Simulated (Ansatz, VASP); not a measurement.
KF in VASP and in Ansatz

```
K F
1.0
     0.00000    3.05605    2.66715
     3.05605    0.00000    2.66715
     3.05605    3.05605    0.00000
K F
1 1
Cartesian
  0.0000 0.0000 0.0000
  1.5280 1.5280 1.3336
```

Change from the starting cell: epitaxial_xy strain +4.1%.

Alike in both runs: task single point; functional PBE; k mesh 8 × 8 × 8; occupations fermi-dirac, width 0.02 eV; no spin polarisation.

|  | VASP | Ansatz |
| --- | --- | --- |
| version | VASP 6.6.1 | Ansatz 0.2.0 |
| potentials or method | VASP PAW PBE potentials, release 64 (K_sv, F) | plane waves, PAW |
| plane-wave cutoff (eV) | 520 | 420 |
| valence electrons in the cell | 16 | 16 |

Ansatz gave:

```
gap on the k mesh at the Fermi level (eV)                     : 5.18
pressure (GPa)                                                : 1.0
traceless stress, the component that is largest in VASP (GPa) : -0.11
```

**Question.** Estimate VASP's values.

**Answer.** gap on the k mesh at the Fermi level (eV): 5.17; pressure (GPa): 1.1; traceless stress, the component that is largest in VASP (GPa): -0.14.

With one functional, cell and mesh, what is left measures potentials, basis and numerics.
